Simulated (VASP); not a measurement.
Input of a VASP 6.6.1 run:

File INCAR:

```
SYSTEM = AlNi
PREC = Accurate
ENCUT = 520
EDIFF = 1E-6
ISMEAR = 0
SIGMA = 0.15
LREAL = .False.
LASPH = .True.
NELM = 80
ALGO = Normal
ISIF = 2
LWAVE = .False.
LCHARG = .True.
GGA = PS
LELF = .True.
LVHAR = .True.
NBANDS = 14
```

Contents of KPOINTS:

```
regular mesh
0
Gamma
  16 16 16
  0 0 0
```

POSCAR

```
AlNi
1.0
    2.8140309241      0.0000000000      0.0000000000
    0.0000000000      2.8140309241      0.0000000000
    0.0000000000      0.0000000000      2.8140309241
Al Ni
1 1
Direct
    0.0000000000      0.0000000000      0.0000000000
    0.5000000000      0.5000000000      0.5000000000
```

Potentials or basis: VASP PAW PBE potentials, release 64 (Al, Ni).

Launch:

```bash
$ cat potpaw_PBE.64/Al/POTCAR potpaw_PBE.64/Ni/POTCAR > POTCAR
$ mpirun -np 1 vasp_std > vasp.out
```

**Question.** What does it give for the pressure?

**Answer.** 10.0 GPa.

Caveat: the PAW data sets were made with another functional, which shifts forces and pressure a little. Spin polarisation is off, so any magnetic state and its effect on volume and gap are missing.
